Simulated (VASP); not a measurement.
Wanted: the native input for a VASP 6.6.1 run.

```yaml
Task: relaxation of cell and atoms
Functional: PBE
Potentials_or_basis: VASP PAW PBE potentials, release 64 (Sm)
Cutoff: 600 eV
k_mesh: 12 × 12 × 12
Occupations: fermi-dirac, width 0.03 eV
Spin: collinear spin, ferromagnetic start
Starting_moments: "[5.0] μB"
Dipole_correction: no
Further_INCAR_settings: ALGO = Normal; EDIFF = 1e-07; IBRION = 2; EDIFFG = -0.005; NSW = 100; ISIF = 3
```

The structure of Sm lies in POSCAR:

```
Sm
1.0
    0.0000000000      2.3987156878      2.3987156878
    2.3987156878      0.0000000000      2.3987156878
    2.3987156878      2.3987156878      0.0000000000
Sm
1
Direct
    0.0000000000      0.0000000000      0.0000000000
```

These files were run (other wordings do the same):

INCAR

```
SYSTEM = Sm
PREC = Accurate
ENCUT = 600
EDIFF = 1E-7
ISMEAR = -1
SIGMA = 0.03
LREAL = .False.
LASPH = .True.
NELM = 150
ALGO = Normal
ISIF = 3
LWAVE = .False.
LCHARG = .False.
ISPIN = 2
MAGMOM = 5
LORBIT = 11
LMAXMIX = 6
GGA = PE
IBRION = 2
NSW = 100
EDIFFG = -0.005
```

KPOINTS

```
Automatic mesh
0
Gamma
  12 12 12
  0 0 0
```

Potentials or basis: VASP PAW PBE potentials, release 64 (Sm).

Launch:

```bash
$ cat potpaw_PBE.64/Sm/POTCAR > POTCAR
$ mpirun -np 1 vasp_std > vasp.out
```

It gave:

```json
{
  "Relaxed volume": "38.17 Å³/atom",
  "Relaxed cell": "a = 3.779 Å, b = 3.779 Å, c = 3.779 Å, α = 60.00°, β = 60.00°, γ = 60.00°",
  "Space group after relaxing (to 0.05 Å)": "Fm-3m (No. 225)",
  "Energy gained by relaxing": "262.0 meV/atom",
  "Ionic steps": "3",
  "Pressure after relaxing": "0.0 GPa",
  "Net moment": "6.57 μB per cell",
  "Site moments": "Sm +5.70 μB",
  "Valence electrons inside the program's atomic spheres": "Sm 13.62"
}
```

Caveat: the magnetic or orbital state may not be the lowest; the electronic state changed during the relaxation; the volume moved by over 15 % at a fixed basis, so the end points are rough.

Wall time 12 min on 1 thread of Intel(R) Xeon(R) Platinum 8259CL CPU @ 2.50GHz (Skylake/Cascade Lake), on a shared host, peak memory 0.24 GiB.
